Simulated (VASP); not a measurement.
# LaNb2O2 (Pmmm) in VASP: single point with PBE

Aim: the single point of LaNb2O2 with PBE.

Program: VASP 6.6.1. These are calculated values, not measurements. Logs are shortened: lines on timing, memory, paths and dates and some standing lists are left out, and cuts for length are marked.

### 1 The cell of the first run

It takes space group Pmmm (No. 47, orthorhombic). The conventional cell has a = 3.136 Å, b = 5.792 Å, c = 6.577 Å, α = 90.00°, β = 90.00°, γ = 90.00°. La (site symmetry mmm) has 2 La at 3.14 Å and 4 O at 3.29 Å and 4 Nb at 3.46 Å within 4.1 Å. Nb (site symmetry m2m) has 1 O at 1.83 Å and 1 Nb at 2.13 Å within 2.4 Å. O (site symmetry mmm) has 2 Nb at 1.83 Å within 2.4 Å. Within 4.1 Å of O (site symmetry mmm) lie 6 O at 3.14 to 3.64 Å and 4 La at 3.29 Å and 8 Nb at 4.08 Å.

The cell was built from a structure type or drawn by symmetry, and may not be a known phase.

### 2 Single point, PBE

Contents of INCAR:

```
PREC     = Accurate       # precision mode
ENCUT    = 520            # plane-wave cutoff, eV
EDIFF    = 1E-6           # SCF threshold, eV
ISMEAR   = 0              # smearing method
SIGMA    = 0.1            # smearing width, eV
LREAL    = F              # projectors in reciprocal space
LASPH    = T              # aspherical terms in the spheres
NELM     = 60             # most SCF steps
ALGO     = Normal         # electronic algorithm
ISIF     = 2              # what is computed and relaxed
LWAVE    = F              # write WAVECAR
LCHARG   = T              # write CHGCAR
GGA      = PE             # functional
LELF     = T              # ELF
LVHAR    = T            
NBANDS   = 32             # bands
```

Contents of KPOINTS:

```
Automatic mesh
0
Gamma
  12 8 6
```

Contents of POSCAR:

```
LaNb2O2
1.0
    3.1359844895      0.0000000000      0.0000000000
    0.0000000000      5.7915538927      0.0000000000
    0.0000000000      0.0000000000      6.5772795102
La Nb O
1 2 2
Direct
    0.5000000000      0.0000000000      0.0000000000
    0.5000000000      0.8158154120      0.5000000000
    0.5000000000      0.1841845880      0.5000000000
    0.5000000000      0.5000000000      0.5000000000
    0.0000000000      0.5000000000      0.0000000000
```

Potentials or basis: VASP PAW PBE potentials, release 64 (La, Nb_sv, O).

Command:

```sh
> cat potpaw_PBE.64/La/POTCAR potpaw_PBE.64/Nb_sv/POTCAR potpaw_PBE.64/O/POTCAR > POTCAR
> mpirun -np 1 vasp_std > vasp.out
```

OUTCAR:

```text
PREC = Accurate
   ENCUT = 520
   EDIFF = 1E-6
   ISMEAR = 0
   LREAL = F
   LASPH = T
   NELM = 60
   ISIF = 2
   GGA = PE

 ion  position               nearest neighbor table
   1  0.500  0.000  0.000-
   2  0.500  0.816  0.500-   4 1.83   3 2.13
   3  0.500  0.184  0.500-   4 1.83   2 2.13
   4  0.500  0.500  0.500-   2 1.83   3 1.83
   5  0.000  0.500  0.000-

  LATTYP: Found a simple orthorhombic cell.
 ALAT       =     3.1359844895
 B/A-ratio  =     1.8468056561
 C/A-ratio  =     2.0973571560

  Lattice vectors:

 A1 = (   3.1359844895,   0.0000000000,   0.0000000000)
 A2 = (   0.0000000000,   5.7915538927,   0.0000000000)
 A3 = (   0.0000000000,   0.0000000000,   6.5772795102)

Analysis of symmetry for initial positions (statically):
=====================================================================
 Subroutine PRICEL returns:
 Original cell was already a primitive cell.

 Routine SETGRP: Setting up the symmetry group for a
 simple orthorhombic supercell.

 Subroutine GETGRP returns: Found  8 space group operations
 (whereof  8 operations were pure point group operations)
 out of a pool of  8 trial point group operations.

The static configuration has the point symmetry D_2h.

Analysis of symmetry for dynamics (positions and initial velocities):
=====================================================================
 Subroutine PRICEL returns:
 Original cell was already a primitive cell.

 Routine SETGRP: Setting up the symmetry group for a
 simple orthorhombic supercell.

 Subroutine GETGRP returns: Found  8 space group operations
 (whereof  8 operations were pure point group operations)
 out of a pool of  8 trial point group operations.

The dynamic configuration has the point symmetry D_2h.

 Subroutine INISYM returns: Found  8 space group operations
 (whereof  8 operations are pure point group operations),
 and found     1 'primitive' translations

----------------------------------------------------------------------------------------

                                     Primitive cell

  volume of cell :     119.4580

  direct lattice vectors                    reciprocal lattice vectors
     3.135984490  0.000000000  0.000000000     0.318879128  0.000000000  0.000000000
     0.000000000  5.791553893  0.000000000     0.000000000  0.172665233  0.000000000
     0.000000000  0.000000000  6.577279510     0.000000000  0.000000000  0.152038544

  length of vectors
     3.135984490  5.791553893  6.577279510     0.318879128  0.172665233  0.152038544

  position of ions in fractional coordinates (direct lattice)
     0.500000000  0.000000000  0.000000000
     0.500000000  0.815815412  0.500000000
     0.500000000  0.184184588  0.500000000
     0.500000000  0.500000000  0.500000000
     0.000000000  0.500000000  0.000000000

  ion indices of the primitive-cell ions
   primitive index   ion index
                 1           1
                 2           2
                 3           3
                 4           4
                 5           5

----------------------------------------------------------------------------------------

 KPOINTS: Automatic mesh

Automatic generation of k-mesh.
 Grid dimensions read from file:
 generate k-points for:   12    8    6

 Generating k-lattice:

  Cartesian coordinates                     Fractional coordinates (reciprocal lattice)
     0.026573261  0.000000000  0.000000000     0.083333333  0.000000000  0.000000000
     0.000000000  0.021583154  0.000000000     0.000000000  0.125000000  0.000000000
     0.000000000  0.000000000  0.025339757     0.000000000  0.000000000  0.166666667

  Length of vectors
     0.026573261  0.021583154  0.025339757

  Shift w.r.t. Gamma in fractional coordinates (k-lattice)
     0.000000000  0.000000000  0.000000000

 Subroutine IBZKPT returns following result:
 ===========================================

 Found    140 irreducible k-points:

 Following reciprocal coordinates:
            Coordinates               Weight
  0.000000  0.000000  0.000000      1.000000
  0.083333  0.000000  0.000000      2.000000
  0.166667  0.000000  0.000000      2.000000
  0.250000  0.000000  0.000000      2.000000
  0.333333  0.000000  0.000000      2.000000
  0.416667  0.000000  0.000000      2.000000
[... 16 lines left out ...]
  0.083333  0.375000  0.000000      4.000000
  0.166667  0.375000  0.000000      4.000000
 [... further k-points ...]
   k-points           NKPTS =    140   k-points in BZ     NKDIM =    140   number of bands    NBANDS=     32
   number of dos      NEDOS =    301   number of ions     NIONS =      5
   total plane-waves  NPLWV =  57600
   dimension x,y,z NGX =    24 NGY =   48 NGZ =   50
   dimension x,y,z NGXF=    48 NGYF=   96 NGZF=  100
   ions per type =               1   2   2
   NGX,Y,Z   is equivalent  to a cutoff of  12.72, 13.78, 12.64 a.u.
   NGXF,Y,Z  is equivalent  to a cutoff of  25.45, 27.56, 25.28 a.u.
 SYSTEM =  unknown system
   PREC   = accura    normal or accurate (medium, high low for compatibility)
   ISTART =      0    job   : 0-new  1-cont  2-samecut
   ICHARG =      2    charge: 1-file 2-atom 10-const
   ISPIN  =      1    spin polarized calculation?
   LNONCOLLINEAR =      F non collinear calculations
   LSORBIT =      F    spin-orbit coupling
   LASPH  =      T    aspherical Exc in radial PAW
   ENCUT  =  520.0 eV  38.22 Ry    6.18 a.u.   5.83 10.77 12.23*2*pi/ulx,y,z
   NELM   =     60;   NELMIN=  2; NELMDL= -5     # of ELM steps
   EDIFF  = 0.1E-05   stopping-criterion for ELM
   LREAL  =      F    real-space projection
   EDIFFG = 0.1E-04   stopping-criterion for IOM
   NSW    =      0    number of steps for IOM
   IBRION =     -1    ionic relax: 0-MD 1-quasi-New 2-CG
   NFREE  =      0    steps in history (QN), initial steepest desc. (CG)
   ISIF   =      2    stress and relaxation
   ISYM   =      2    0-nonsym 1-usesym 2-fastsym
   POTIM  = 0.5000    time-step for ionic-motion
   TEBEG  =    0.0;   TEEND  =   0.0 temperature during run
   PSTRESS=    0.0 pullay stress
   NELECT =      49.0000    total number of electrons
   NUPDOWN=      -1.0000    fix difference up-down
   EMIN   =  10.00;   EMAX   =-10.00  energy-range for DOS
   EFERMI =   0.00;   METHOD = LEGACY
   ISMEAR =     0;   SIGMA  =   0.10  broadening in eV -4-tet -1-fermi 0-gaus
   EFERMI_NEDOS =   21; number of points for ismear=-14 and -15
   IALGO  =     38    algorithm
   IMIX   =      4    mixing-type and parameters
     AMIX     =   0.40;   BMIX     =  1.00
     AMIX_MAG =   1.60;   BMIX_MAG =  1.00
  volume/ion in A,a.u.               =      23.89       161.23
  Fermi-wavevector in a.u.,A,eV,Ry     =   1.216378  2.298620 20.130834  1.479575
  Thomas-Fermi vector in A             =   2.351734
   LORBIT       =      0    0 simple, 1 ext, 2 COOP (PROOUT), +10 PAW based schemes
   GGA     = PE    functional components
   LHFCALC =     F    Hartree Fock is set to
   AEXX    =    0.0000 exact exchange contribution
   IVDW    =     0    specifies the selected vdW correction
   LEPSILON=     F    determine dielectric tensor
   LRPA    =     F    only Hartree local field effects (RPA)
 non-spin polarized calculation
 Gauss-broadening in eV      SIGMA  =   0.10
  energy-cutoff  :      520.00
  volume of cell :      119.46
 maximum number of plane-waves:      3248
 NGX is ok and might be reduce to    24
   NGX = 11   NGY = 21   NGZ = 25

 number of electron      49.0000005 magnetization

 Free energy of the ion-electron system (eV)
  ---------------------------------------------------
  ext. energy  EPLUGINS =         0.00000000
  ---------------------------------------------------
  free energy    TOTEN  =       -33.96071243 eV

  energy without entropy =      -33.93126111  energy(sigma->0) =      -33.94598677

 E-fermi :   5.0307     XC(G=0):  -9.3643

 val. band max:        5.0283198102   @ k =   0.1667   0.3750   0.1667
 cond. band min:       5.0436915062   @ k =   0.0833   0.0000   0.3333
 fundamental gap:      0.0153716960
 Fermi energy:         5.0307470298

 k-point     1 :       0.0000    0.0000    0.0000
  band No.  band energies     occupation
      1     -50.5559      2.00000
      2     -49.6346      2.00000
      3     -28.6595      2.00000
      4     -28.1330      2.00000
      5     -26.3651      2.00000
      6     -26.1737      2.00000
[... 24 lines left out ...]
     31       6.4384      0.00000
     32       6.5204      0.00000

 k-point     2 :       0.0833    0.0000    0.0000
  band No.  band energies     occupation
      1     -50.5536      2.00000
      2     -49.6324      2.00000
      3     -28.6563      2.00000
      4     -28.1075      2.00000
      5     -26.3622      2.00000
      6     -26.2020      2.00000
[... 24 lines left out ...]
     31       6.5177      0.00000
     32       6.5243      0.00000

 k-point     3 :       0.1667    0.0000    0.0000
  band No.  band energies     occupation
      1     -50.5471      2.00000
      2     -49.6265      2.00000
      3     -28.6477      2.00000
      4     -28.0366      2.00000
      5     -26.3542      2.00000
      6     -26.2788      2.00000
[... 24 lines left out ...]
     31       6.5502      0.00000
     32       6.5519      0.00000

 k-point     4 :       0.2500    0.0000    0.0000
  band No.  band energies     occupation
      1     -50.5382      2.00000
      2     -49.6183      2.00000
      3     -28.6359      2.00000
      4     -27.9370      2.00000
      5     -26.3821      2.00000
      6     -26.3432      2.00000
[... 654 lines left out ...]
     31       6.6467      0.00000
     32       6.9760      0.00000

 k-point    23 :       0.0833    0.3750    0.0000
  band No.  band energies     occupation
      1     -50.5497      2.00000
      2     -49.6374      2.00000
      3     -28.5101      2.00000
      4     -28.1068      2.00000
      5     -26.3551      2.00000
      6     -26.1956      2.00000
[... 24 lines left out ...]
     31       6.5991      0.00000
     32       6.9746      0.00000

 k-point    24 :       0.1667    0.3750    0.0000
  band No.  band energies     occupation
      1     -50.5432      2.00000
      2     -49.6314      2.00000
      3     -28.5020      2.00000
      4     -28.0361      2.00000
      5     -26.3471      2.00000
      6     -26.2720      2.00000
[... 24 lines left out ...]
     31       6.5397      0.00000
     32       6.9860      0.00000

 [... further k-points ...]

------------------------ aborting loop because EDIFF is reached ----------------------------------------

  FORCE on cell =-STRESS in cart. coord.  units (eV):
  Direction    XX          YY          ZZ          XY          YZ          ZX
  --------------------------------------------------------------------------------------
  -------------------------------------------------------------------------------------
  Total       -0.1055161     -0.1963662     -0.0714254      0.0000000      0.0000000      0.0000000
  in kB       -1.4151877     -2.6336743     -0.9579611      0.0000000      0.0000000      0.0000000
  external PRESSURE =      -1.6689410 kB  Pullay stress =       0.0000000 kB

 VOLUME and BASIS-vectors are now :
 -----------------------------------------------------------------------------
  energy-cutoff  :      520.00
  volume of cell :      119.46
      direct lattice vectors                 reciprocal lattice vectors
     3.135984490  0.000000000  0.000000000     0.318879128  0.000000000  0.000000000
     0.000000000  5.791553893  0.000000000     0.000000000  0.172665233  0.000000000
     0.000000000  0.000000000  6.577279510     0.000000000  0.000000000  0.152038544

 POSITION                                       TOTAL-FORCE (eV/Angst)
 -----------------------------------------------------------------------------------
      1.56799      0.00000      0.00000         0.000000      0.000000      0.000000
      1.56799      4.72484      3.28864         0.000000     -0.038804      0.000000
      1.56799      1.06671      3.28864         0.000000      0.038804      0.000000
      1.56799      2.89578      3.28864         0.000000      0.000000      0.000000
      0.00000      2.89578      0.00000         0.000000      0.000000      0.000000
 -----------------------------------------------------------------------------------
    total drift:                                0.000000      0.000000     -0.000000

  FREE ENERGIE OF THE ION-ELECTRON SYSTEM (eV)
  ---------------------------------------------------
  free  energy   TOTEN  =       -33.9607124341 eV

  energy  without entropy=      -33.9312611107  energy(sigma->0) =      -33.94598677
```

It took 12 min on 1 thread of Intel Xeon Platinum 8259CL at 2.50GHz (Skylake/Cascade Lake), shared host; peak memory 0.65 GiB.

What came out:

* Free energy: -33.9607 eV
* Pressure: -0.2 GPa
* Largest force: 0.039 eV/Å
* Band gap on the k mesh: zero (an odd number of electrons rules out a gap without spin polarisation)

Forces on the atoms (eV/Å):
```
La   0.000  0.000  0.000
Nb   0.000 -0.039  0.000
Nb   0.000  0.039  0.000
O    0.000  0.000  0.000
O    0.000  0.000  0.000
```

Stress tensor (GPa, compression positive):
```
-0.14  0.00  0.00
 0.00 -0.26  0.00
 0.00  0.00 -0.10
```

Caveat: spin-orbit coupling is left out, which moves the levels of the heavy elements; an odd number of electrons without spin polarisation forces a metal; a magnetic or distorted state may lie lower.
